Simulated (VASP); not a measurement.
Co:

```
CELL_PARAMETERS angstrom
2.26795 0.00000 0.00000
-1.13398 1.96411 0.00000
0.00000 0.00000 3.68124
ATOMIC_POSITIONS crystal
Co 0.33333 0.66667 0.25000
Co 0.66667 0.33333 0.75000
```

This cell differs from its parent crystal: volume scaled by 0.74.

Base run:

* Program: VASP 6.6.1
* Functional: PBE
* Potentials or basis: VASP PAW PBE potentials, release 64 (Co)
* Cutoff: 520 eV
* k mesh: 15 × 15 × 8
* Occupations: fermi-dirac, width 0.08 eV
* Spin: collinear spin, ferromagnetic start
* Starting moments: [2.0, 2.0] μB

Its results: band gap on the k mesh zero (filled and empty bands overlap); pressure 106.6 GPa.

Problem. The run is repeated on the same cell with these changes: spin from collinear spin, ferromagnetic start to no spin polarisation; further incar settings from ALGO = Normal; EDIFF = 1e-06; NBANDS = 20 to ALGO = Normal; EDIFF = 1e-06; NBANDS = 16. What comes out?

Solution. Band gap on the k mesh zero (band 9 reaches 15.55 eV, above the bottom of band 10 at 13.38 eV); pressure 98.7 GPa.
